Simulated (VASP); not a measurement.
Input of a VASP 6.6.1 run:

The input INCAR:

```
SYSTEM = TiPdSe4
ALGO     = Normal         ! electronic algorithm
EDIFF    = 1E-7           ! SCF threshold, eV
ENCUT    = 520            ! plane-wave cutoff, eV
GGA      = PE             ! functional
ISIF     = 2              ! what is computed and relaxed
ISMEAR   = 0              ! smearing method
ISPIN    = 2              ! spin polarisation
LASPH    = .TRUE.         ! aspherical terms in the spheres
LCHARG   = .FALSE.        ! write CHGCAR
LMAXMIX  = 4              ! l up to which the mixer works
LORBIT   = 11             ! projections on sites
LREAL    = .FALSE.        ! projectors in reciprocal space
LWAVE    = .FALSE.        ! write WAVECAR
MAGMOM   = 1 0 0 0 0 0    ! initial moments
NBANDS   = 36             ! bands
NELM     = 150            ! most SCF steps
PREC     = Accurate       ! precision mode
SIGMA    = 0.15           ! smearing width, eV
```

KPOINTS

```
k-points
0
G
  3 3 3
  0 0 0
```

POSCAR

```
TiPdSe4
1.0
   -4.0132728467      4.0132728467      2.3238512411
    4.0132728467     -4.0132728467      2.3238512411
    4.0132728467      4.0132728467     -2.3238512411
Ti Pd Se
1 1 4
Direct
    0.5000000000      0.5000000000      0.0000000000
    0.0000000000      0.0000000000      0.0000000000
    0.5000000000      0.8067492516      0.3067492516
    0.5000000000      0.1932507484      0.6932507484
    0.1932507484      0.5000000000      0.6932507484
    0.8067492516      0.5000000000      0.3067492516
```

Potentials or basis: VASP PAW PBE potentials, release 64 (Ti_sv, Pd, Se).

The run is started by

```bash
$ cat potpaw_PBE.64/Ti_sv/POTCAR potpaw_PBE.64/Pd/POTCAR potpaw_PBE.64/Se/POTCAR > POTCAR
$ mpirun -np 1 vasp_std > vasp.out
```

What does it give for the largest force?

0.017 eV/Å.

Estimate the band gap on the k mesh.

zero (filled and empty bands overlap).

Predict the net moment.

0.00 μB per cell.

Predict the pressure.

0.0 GPa.

Stress tensor (GPa, compression positive):
```
-0.20  0.00  0.00
 0.00 -0.20  0.00
 0.00  0.00  0.41
```

Caveat: the k points lie up to 0.52 Å⁻¹ apart.
